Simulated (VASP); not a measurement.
# InSb3 in VASP: a series of runs

InSb3 is run at these levels: PBE, PBEsol; tasks: single point.

All numbers are computed with VASP 6.6.1; they aren't measurements. Logs are shortened: lines on timing, memory, paths and dates and some standing lists are left out, and cuts for length are marked.

### 1 The cell of the first run

Symmetry: Fm-3m, No. 225, cubic system. The conventional cell has a = 7.663 Å, b = 7.663 Å, c = 7.663 Å, α = 90.00°, β = 90.00°, γ = 90.00°. In (site symmetry m-3m) has 14 Sb at 3.32 to 3.83 Å within 4.4 Å. Within 4.4 Å of Sb (site symmetry -43m) lie 4 In at 3.32 Å and 10 Sb at 3.32 to 3.83 Å. Within 4.4 Å of Sb (site symmetry m-3m) lie 8 Sb at 3.32 Å and 6 In at 3.83 Å.

### 2 Single point, PBE (strained and its atoms moved)

The input, INCAR:

```
SYSTEM = InSb3
  PREC = Accurate
  ENCUT = 520
  EDIFF = 1E-7
  ISMEAR = 0
  SIGMA = 0.1
  LREAL = .False.
  LASPH = .True.
  NELM = 100
  ALGO = Normal
  ISIF = 2
  LWAVE = .False.
  LCHARG = .True.
  GGA = PE
  LELF = .True.
  LVHAR = .True.
  NBANDS = 22
```

The input, KPOINTS:

```
regular mesh
0
Gamma
  10 10 10
  0 0 0
```

The input, POSCAR:

```
InSb3
1.0
    0.0000000000      3.8314001290      3.8314001290
    3.8314001290      0.0000000000      3.8314001290
    3.8314001290      3.8314001290      0.0000000000
In Sb
1 3
Direct
    0.0000000000      0.0000000000      0.0000000000
    0.2500000000      0.2500000000      0.2500000000
    0.7500000000      0.7500000000      0.7500000000
    0.5000000000      0.5000000000      0.5000000000
```

Potentials or basis: VASP PAW PBE potentials, release 64 (In_d, Sb).

Command:

```sh
cat potpaw_PBE.64/In_d/POTCAR potpaw_PBE.64/Sb/POTCAR > POTCAR
mpirun -np 1 vasp_std > vasp.out
```

OUTCAR:

```text
SYSTEM = InSb3
   PREC = Accurate
   ENCUT = 520
   EDIFF = 1E-7
   ISMEAR = 0
   LREAL = .False.
   LASPH = .True.
   NELM = 100
   ISIF = 2
   GGA = PE

 ion  position               nearest neighbor table
   1  0.000  0.000  0.000-   3 3.32   3 3.32   3 3.32   2 3.32   2 3.32   2 3.32   3 3.32   2 3.32
                             4 3.83   4 3.83   4 3.83   4 3.83   4 3.83   4 3.83
   2  0.250  0.250  0.250-   1 3.32   1 3.32   1 3.32   4 3.32   4 3.32   4 3.32   4 3.32   1 3.32

   3  0.750  0.750  0.750-   4 3.32   4 3.32   4 3.32   1 3.32   1 3.32   1 3.32   4 3.32   1 3.32

   4  0.500  0.500  0.500-   2 3.32   2 3.32   2 3.32   3 3.32   3 3.32   3 3.32   3 3.32   2 3.32
                             1 3.83   1 3.83   1 3.83   1 3.83   1 3.83   1 3.83

  LATTYP: Found a face centered cubic cell.
 ALAT       =     7.6628002580

  Lattice vectors:

 A1 = (   0.0000000000,   3.8314001290,   3.8314001290)
 A2 = (   3.8314001290,   0.0000000000,   3.8314001290)
 A3 = (   3.8314001290,   3.8314001290,   0.0000000000)

Analysis of symmetry for initial positions (statically):
=====================================================================
 Subroutine PRICEL returns:
 Original cell was already a primitive cell.

 Routine SETGRP: Setting up the symmetry group for a
 face centered cubic supercell.

 Subroutine GETGRP returns: Found 48 space group operations
 (whereof 48 operations were pure point group operations)
 out of a pool of 48 trial point group operations.

The static configuration has the point symmetry O_h .

Analysis of symmetry for dynamics (positions and initial velocities):
=====================================================================
 Subroutine PRICEL returns:
 Original cell was already a primitive cell.

 Routine SETGRP: Setting up the symmetry group for a
 face centered cubic supercell.

 Subroutine GETGRP returns: Found 48 space group operations
 (whereof 48 operations were pure point group operations)
 out of a pool of 48 trial point group operations.

The dynamic configuration has the point symmetry O_h .

 Subroutine INISYM returns: Found 48 space group operations
 (whereof 48 operations are pure point group operations),
 and found     1 'primitive' translations

----------------------------------------------------------------------------------------

                                     Primitive cell

[... 92 lines left out ...]
   ENCUT  =  520.0 eV  38.22 Ry    6.18 a.u.  10.07 10.07 10.07*2*pi/ulx,y,z
   NELM   =    100;   NELMIN=  2; NELMDL= -5     # of ELM steps
   EDIFF  = 0.1E-06   stopping-criterion for ELM
   LREAL  =      F    real-space projection
   EDIFFG = 0.1E-05   stopping-criterion for IOM
   NSW    =      0    number of steps for IOM
   IBRION =     -1    ionic relax: 0-MD 1-quasi-New 2-CG
   NFREE  =      0    steps in history (QN), initial steepest desc. (CG)
   ISIF   =      2    stress and relaxation
   ISYM   =      2    0-nonsym 1-usesym 2-fastsym
   POTIM  = 0.5000    time-step for ionic-motion
   TEBEG  =    0.0;   TEEND  =   0.0 temperature during run
   PSTRESS=    0.0 pullay stress
   NELECT =      28.0000    total number of electrons
   NUPDOWN=      -1.0000    fix difference up-down
   EMIN   =  10.00;   EMAX   =-10.00  energy-range for DOS
   EFERMI =   0.00;   METHOD = LEGACY
   ISMEAR =     0;   SIGMA  =   0.10  broadening in eV -4-tet -1-fermi 0-gaus
   EFERMI_NEDOS =   21; number of points for ismear=-14 and -15
   IALGO  =     38    algorithm
   IMIX   =      4    mixing-type and parameters
     AMIX     =   0.40;   BMIX     =  1.00
     AMIX_MAG =   1.60;   BMIX_MAG =  1.00
  volume/ion in A,a.u.               =      28.12       189.78
  Fermi-wavevector in a.u.,A,eV,Ry     =   1.029817  1.946072 14.429288  1.060523
  Thomas-Fermi vector in A             =   2.163884
   LORBIT       =      0    0 simple, 1 ext, 2 COOP (PROOUT), +10 PAW based schemes
   GGA     = PE    functional components
   LHFCALC =     F    Hartree Fock is set to
   AEXX    =    0.0000 exact exchange contribution
   IVDW    =     0    specifies the selected vdW correction
   LEPSILON=     F    determine dielectric tensor
   LRPA    =     F    only Hartree local field effects (RPA)
 non-spin polarized calculation
 Gauss-broadening in eV      SIGMA  =   0.10
  energy-cutoff  :      520.00
  volume of cell :      112.49
 maximum number of plane-waves:      3048
   NGX = 21   NGY = 21   NGZ = 21

 number of electron      28.0000000 magnetization

 Free energy of the ion-electron system (eV)
  ---------------------------------------------------
  ext. energy  EPLUGINS =         0.00000000
  ---------------------------------------------------
  free energy    TOTEN  =       -14.28833570 eV

  energy without entropy =      -14.27679566  energy(sigma->0) =      -14.28256568

 E-fermi :   7.6104     XC(G=0): -10.0095

 val. band max:        7.5803321820   @ k =   0.4000   0.2000   0.1000
 cond. band min:       7.6145418236   @ k =  -0.4000   0.5000   0.1000
 fundamental gap:      0.0342096416
 Fermi energy:         7.6103600789

 k-point     1 :       0.0000    0.0000    0.0000
  band No.  band energies     occupation
      1      -6.8665      2.00000
      2      -6.8665      2.00000
      3      -6.8665      2.00000
      4      -6.8385      2.00000
      5      -6.8385      2.00000
      6      -4.4104      2.00000
[... 589 lines left out ...]
     21      11.9626      0.00000
     22      12.4665      0.00000

 [... further k-points ...]

------------------------ aborting loop because EDIFF is reached ----------------------------------------

  FORCE on cell =-STRESS in cart. coord.  units (eV):
  Direction    XX          YY          ZZ          XY          YZ          ZX
  --------------------------------------------------------------------------------------
  -------------------------------------------------------------------------------------
  Total       -1.1424937     -1.1424937     -1.1424937      0.0000000     -0.0000000      0.0000000
  in kB      -16.2727846    -16.2727846    -16.2727846      0.0000000     -0.0000000      0.0000000
  external PRESSURE =     -16.2727846 kB  Pullay stress =       0.0000000 kB

 VOLUME and BASIS-vectors are now :
 -----------------------------------------------------------------------------
  energy-cutoff  :      520.00
  volume of cell :      112.49
      direct lattice vectors                 reciprocal lattice vectors
     0.000000000  3.831400129  3.831400129    -0.130500596  0.130500596  0.130500596
     3.831400129  0.000000000  3.831400129     0.130500596 -0.130500596  0.130500596
     3.831400129  3.831400129  0.000000000     0.130500596  0.130500596 -0.130500596

 POSITION                                       TOTAL-FORCE (eV/Angst)
 -----------------------------------------------------------------------------------
      0.00000      0.00000      0.00000         0.000000      0.000000     -0.000000
      1.91570      1.91570      1.91570        -0.000000     -0.000000     -0.000000
      5.74710      5.74710      5.74710         0.000000      0.000000      0.000000
      3.83140      3.83140      3.83140         0.000000      0.000000     -0.000000
 -----------------------------------------------------------------------------------
    total drift:                               -0.000000      0.000000      0.000000

  FREE ENERGIE OF THE ION-ELECTRON SYSTEM (eV)
  ---------------------------------------------------
  free  energy   TOTEN  =       -14.2883357008 eV

  energy  without entropy=      -14.2767956572  energy(sigma->0) =      -14.28256568
```

stdout:

```text
POSCAR found type information on POSCAR InSb
 POSCAR found :  2 types and       4 ions
 scaLAPACK will be used
 LDA part: xc-table for (Slater+PW92), standard interpolation
 POSCAR, INCAR and KPOINTS ok, starting setup
 FFT: planning ... GRIDC
 FFT: planning ... GRID_SOFT
 FFT: planning ... GRID
 WAVECAR not read
 entering main loop
```

Wall time 91 s (1 thread of Intel Xeon Platinum 8259CL at 2.50GHz (Skylake/Cascade Lake), shared host); peak memory 0.3 GiB.

What came out:

* Free energy: -14.2883 eV
* Pressure: -1.6 GPa
* Band gap on the k mesh: zero (band 14 reaches 8.68 eV, above the bottom of band 15 at 5.34 eV)

Levels at points of the mesh, in eV from the Fermi level:
```tsv
k point	band 12	band 13	band 14	band 15	band 16	band 17
(0.00, 0.00, 0.00)	-2.38	-2.27	-2.27	-2.27	-0.63	-0.63
(0.50, 0.00, 0.00)	-2.49	-2.49	-0.29	-0.13	1.89	1.89
(0.50, 0.50, 0.00)	0.28	0.87	0.87	1.13	1.65	1.79
```

Caveat: the cell differs from its parent crystal (strained and its atoms moved); spin-orbit coupling is left out, which moves the levels of the heavy elements.

### 3 Single point, PBE (one atom moved)

The input, INCAR:

```
ALGO = Normal ; EDIFF = 1E-6
ENCUT = 520 ; GGA = PE
ISIF = 2 ; ISMEAR = 0
LASPH = True ; LCHARG = False
LREAL = False ; LWAVE = False
NBANDS = 22 ; NELM = 100
PREC = Accurate ; SIGMA = 0.1
```

The input, KPOINTS:

```
k-points
0
Gamma
  8 8 8
```

The input, POSCAR:

```
InSb3
1.0
    0.0000000000      3.7945550000      3.7945550000
    3.7945550000      0.0000000000      3.7945550000
    3.7945550000      3.7945550000      0.0000000000
In Sb
1 3
Direct
    0.0000000000      0.0000000000      0.0000000000
    0.2381409019      0.2618590981      0.2618590981
    0.7500000000      0.7500000000      0.7500000000
    0.5000000000      0.5000000000      0.5000000000
```

Potentials or basis: VASP PAW PBE potentials, release 64 (In_d, Sb).

Command:

```sh
cat potpaw_PBE.64/In_d/POTCAR potpaw_PBE.64/Sb/POTCAR > POTCAR
mpirun -np 1 vasp_std > vasp.out
```

It took 2.3 min on 1 thread of Intel Xeon Platinum 8259CL at 2.50GHz (Skylake/Cascade Lake), shared host; peak memory 0.38 GiB.

It converged, with:

```yaml
Free_energy: -14.3057 eV
Pressure: -0.4 GPa
Largest_force: 0.173 eV/Å
Band_gap_on_the_k_mesh: zero (band 14 reaches 9.13 eV, above the bottom of band 15 at 5.78 eV)
```

Forces on the atoms (eV/Å):
```
In   0.050  0.000  0.000
Sb  -0.173  0.000  0.000
Sb   0.097  0.000  0.000
Sb   0.027  0.000  0.000
```

Stress tensor (GPa, compression positive):
```
-0.36  0.00  0.00
 0.00 -0.35 -0.10
 0.00 -0.10 -0.35
```

Levels at points of the mesh, in eV from the Fermi level:
| k point | band 11 | band 12 | band 13 | band 14 | band 15 | band 16 | band 17 | band 18 |
| --- | --- | --- | --- | --- | --- | --- | --- | --- |
| (0.00, 0.00, 0.00) | -2.51 | -2.41 | -2.40 | -2.32 | -2.22 | -0.87 | -0.69 | -0.53 |
| (0.50, 0.00, 0.00) | -3.35 | -2.69 | -2.48 | -0.24 | -0.16 | 1.81 | 1.89 | 2.98 |
| (0.00, 0.50, 0.00) | -3.33 | -2.75 | -2.55 | -0.30 | -0.05 | 1.92 | 2.01 | 2.96 |
| (0.50, 0.50, 0.00) | -5.06 | 0.31 | 0.86 | 0.90 | 1.23 | 1.59 | 1.78 | 1.90 |
| (0.00, 0.50, 0.50) | -5.06 | 0.32 | 0.84 | 0.88 | 1.21 | 1.70 | 1.75 | 1.86 |

Caveat: the cell differs from its parent crystal (one atom moved); spin-orbit coupling is left out, which moves the levels of the heavy elements.

### 4 Single point, PBEsol (functional PBEsol, strained)

The input, INCAR:

```
SYSTEM = InSb3
  ALGO = Normal
  EDIFF = 1E-6
  ENCUT = 520
  GGA = PS
  ISIF = 2
  ISMEAR = 0
  LASPH = .True.
  LCHARG = .False.
  LREAL = .False.
  LWAVE = .False.
  NBANDS = 22
  NELM = 100
  PREC = Accurate
  SIGMA = 0.1
```

The input, KPOINTS:

```
k-points
0
Gamma
  10 10 10
  0 0 0
```

The input, POSCAR:

```
InSb3
1.0
    0.0000000000      3.7951241833      3.7951241833
    3.7951241833      0.0000000000      3.7951241833
    3.7951241833      3.7951241833      0.0000000000
In Sb
1 3
Direct
    0.0000000000      0.0000000000      0.0000000000
    0.2500000000      0.2500000000      0.2500000000
    0.7500000000      0.7500000000      0.7500000000
    0.5000000000      0.5000000000      0.5000000000
```

Command:

```sh
cat potpaw_PBE.64/In_d/POTCAR potpaw_PBE.64/Sb/POTCAR > POTCAR
mpirun -np 1 vasp_std > vasp.out
```

Run time: 65 s. Hardware: 1 thread of Intel Xeon Platinum 8259CL at 2.50GHz (Skylake/Cascade Lake), shared host; peak memory 0.29 GiB.

The run converged. Its results:

```yaml
Free_energy: -16.1049 eV
Pressure: -3.1 GPa
Band_gap_on_the_k_mesh: zero (band 14 reaches 8.92 eV, above the bottom of band 15 at 5.46 eV)
```

Levels at points of the mesh, in eV from the Fermi level:
| k point | band 11 | band 12 | band 13 | band 14 | band 15 | band 16 | band 17 | band 18 |
| --- | --- | --- | --- | --- | --- | --- | --- | --- |
| (0.00, 0.00, 0.00) | -2.46 | -2.35 | -2.35 | -2.35 | -2.33 | -0.68 | -0.68 | -0.68 |
| (0.50, 0.00, 0.00) | -3.39 | -2.59 | -2.59 | -0.24 | -0.07 | 1.95 | 1.95 | 3.07 |
| (0.50, 0.50, 0.00) | -5.04 | 0.36 | 0.92 | 0.92 | 1.25 | 1.73 | 1.84 | 1.84 |

Caveat: the cell differs from its parent crystal (functional PBEsol, strained); the PAW data sets were made with another functional, which shifts forces and pressure a little; spin-orbit coupling is left out, which moves the levels of the heavy elements.

### 5 Summary

```csv
level,cell,k mesh,gap on the mesh (eV),pressure (GPa)
PBE,"a = 5.418 Å, angles 60.0°, 4 atoms",10 × 10 × 10,none,-1.6
PBE,"a = 5.366 Å, angles 60.0°, 4 atoms",8 × 8 × 8,none,-0.4
PBEsol,"a = 5.367 Å, angles 60.0°, 4 atoms",10 × 10 × 10,none,-3.1
```

Some of these runs hold the atoms at other places in the same cell, which the table doesn't show; runs alike in all that it shows share one row.

Alike in all rows: task single point; potentials or basis VASP PAW PBE potentials, release 64 (In_d, Sb); no spin polarisation; cutoff (eV) 520; smearing gaussian 0.1 eV.

Caveats: spin-orbit coupling is left out, which moves the levels of the heavy elements; the PAW data sets were made with another functional, which shifts forces and pressure a little (some runs).

Total energies depend on the potentials used, so only differences within one code and one set of settings carry meaning.
